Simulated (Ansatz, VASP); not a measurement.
## Sc in VASP and in Ansatz

```
Sc
1.0
    -1.82700    1.82700    1.78646
     1.82700   -1.82700    1.78646
     1.82700    1.82700   -1.78646
Sc
1
Direct
  0.00000 0.00000 0.00000
```

Alike in both runs: functional PBEsol; k mesh 22 × 22 × 22; occupations gaussian, width 0.1 eV; no spin polarisation.

Ansatz relaxed the structure, and its values are those at the end. VASP's run is a single point on that final structure, the one shown.

```csv
,VASP,Ansatz
version,VASP 6.6.1,Ansatz 0.2.0
potentials or method,"VASP PAW PBE potentials, release 64 (Sc_sv), cutoff 500 eV","scalar-relativistic, plane waves, PAW"
valence electrons in the cell,11,11
```

```tsv
	VASP	Ansatz	Ansatz less VASP
gap on the k mesh at the Fermi level (eV)	none	none	-
pressure (GPa)	0.0	0.0	-0.01
```

VASP's potentials were made for PBE, not for PBEsol. A gap of «none» marks a metal or a gap that the smearing closes.
